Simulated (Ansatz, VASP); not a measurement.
# PbS in VASP and in Ansatz

File INCAR:

```
PREC = Accurate
ENCUT = 520
EDIFF = 1E-7
ISMEAR = 0
SIGMA = 0.05
LREAL = False
LASPH = True
NELM = 100
ALGO = Normal
ISIF = 2
LWAVE = False
LCHARG = False
GGA = RE
IVDW = 12
NBANDS = 17
```

Contents of KPOINTS:

```
regular mesh
0
Gamma
  8 8 8
```

The input POSCAR:

```
PbS
1.0
    0.0000000000      2.9650006778      2.9650006778
    2.9650006778      0.0000000000      2.9650006778
    2.9650006778      2.9650006778      0.0000000000
Pb S
1 1
Direct
    0.5000000000      0.5000000000      0.5000000000
    0.0000000000      0.0000000000      0.0000000000
```

Input for Ansatz:

```yaml
crystal:
  lattice:
    - [0.0, 2.9650006778, 2.9650006778]
    - [2.9650006778, 0.0, 2.9650006778]
    - [2.9650006778, 2.9650006778, 0.0]
  atoms:
    - { symbol: Pb, position: [0.5, 0.5, 0.5] }
    - { symbol: S, position: [0.0, 0.0, 0.0] }
basis:
  ecutwfc: 420
  ecutrho_ratio: 4
kpoints:
  mp_grid: { grid: [8, 8, 8] }
hamiltonian:
  xc: revpbe
  dispersion: d3bj
scf:
  occupations: { method: gaussian, width: 0.05 }
output:
  forces: true
  stress: true
  eigenvalues: true
```

Alike in both runs: task single point; functional revPBE; dispersion D3(BJ); k mesh 8 × 8 × 8; occupations gaussian, width 0.05 eV; no spin polarisation.

|  | VASP | Ansatz |
| --- | --- | --- |
| version | VASP 6.6.1 | Ansatz 0.2.0 |
| potentials or method | VASP PAW PBE potentials, release 64 (Pb_d, S), cutoff 520 eV | scalar-relativistic, plane waves, PAW |
| valence electrons in the cell | 20 | 20 |

VASP gave:

```
gap on the k mesh at the Fermi level (eV) : 0.43
least direct gap on the mesh (eV)         : 0.43
pressure (GPa)                            : -0.4
```

Estimate Ansatz's values.

gap on the k mesh at the Fermi level (eV): 0.42; least direct gap on the mesh (eV): 0.42; pressure (GPa): -0.4.

VASP's potentials were made for PBE, not for revPBE.

Neither program's run includes spin-orbit coupling.
